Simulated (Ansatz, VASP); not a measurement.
# One calculation of In, two programs

File INCAR:

```
SYSTEM = In
PREC     = Accurate       ! precision mode
ENCUT    = 520            ! plane-wave cutoff, eV
EDIFF    = 1E-7           ! SCF threshold, eV
ISMEAR   = -1             ! smearing method
SIGMA    = 0.1            ! smearing width, eV
LREAL    = .FALSE.        ! projectors in reciprocal space
LASPH    = .TRUE.         ! aspherical terms in the spheres
NELM     = 80             ! most SCF steps
ALGO     = Normal         ! electronic algorithm
ISIF     = 2              ! what is computed and relaxed
LWAVE    = .FALSE.        ! write WAVECAR
LCHARG   = .TRUE.         ! write CHGCAR
LELF     = .TRUE.         ! ELF
LVHAR    = .TRUE.       
NBANDS   = 20             ! bands
```

Contents of KPOINTS:

```
Automatic mesh
0
G
  12 12 7
  0 0 0
```

File POSCAR:

```
In
1.0
    3.3583942383      0.0000000000      0.0000000000
   -1.6791971191      2.9084547263      0.0000000000
    0.0000000000      0.0000000000      5.4676861753
In
2
Direct
    0.3333333333      0.6666666667      0.2500000000
    0.6666666667      0.3333333333      0.7500000000
```

Input for Ansatz:

```yaml
crystal:
  lattice:
    - [3.3583942383, 0.0, 0.0]
    - [-1.6791971191, 2.9084547263, 0.0]
    - [0.0, 0.0, 5.4676861753]
  atoms:
    - { symbol: In, position: [0.3333333333, 0.6666666667, 0.25] }
    - { symbol: In, position: [0.6666666667, 0.3333333333, 0.75] }
hamiltonian:
  xc: lda
  pseudopotentials:
    kind: paw
    azcp:
      In: "pseudopotentials/In.paw.azcp"
basis:
  ecutwfc: 420
  fft_grid_basis: typed
kpoints:
  mp_grid: { grid: [12, 12, 7], shift: [0, 0, 0] }
magnetization:
  spin_polarized: false
scf:
  occupations: { method: fermi_dirac, width: 0.1 }
  lower_state_search: "off"
output:
  stress: true
```

Alike in both runs: task single point; functional LDA; k mesh 12 × 12 × 7; occupations fermi-dirac, width 0.1 eV; no spin polarisation.

```csv
,VASP,Ansatz
version,VASP 6.6.1,Ansatz 0.2.0
potentials or method,"VASP PAW LDA potentials, release 64 (In_d), cutoff 520 eV","plane waves (420 eV) with PAW, scalar-relativistic"
valence electrons in the cell,26,26
```

Ansatz gave:

* pressure (GPa): -3.0
* traceless stress, the component that is largest in VASP (GPa): -0.51

Estimate VASP's values.

pressure (GPa): -3.0; traceless stress, the component that is largest in VASP (GPa): -0.50.

Ansatz warns that its potentials were made for another functional, while VASP's fit it. LDA's correlation is that of Perdew and Zunger in VASP and of Perdew and Wang (1992) in Ansatz.
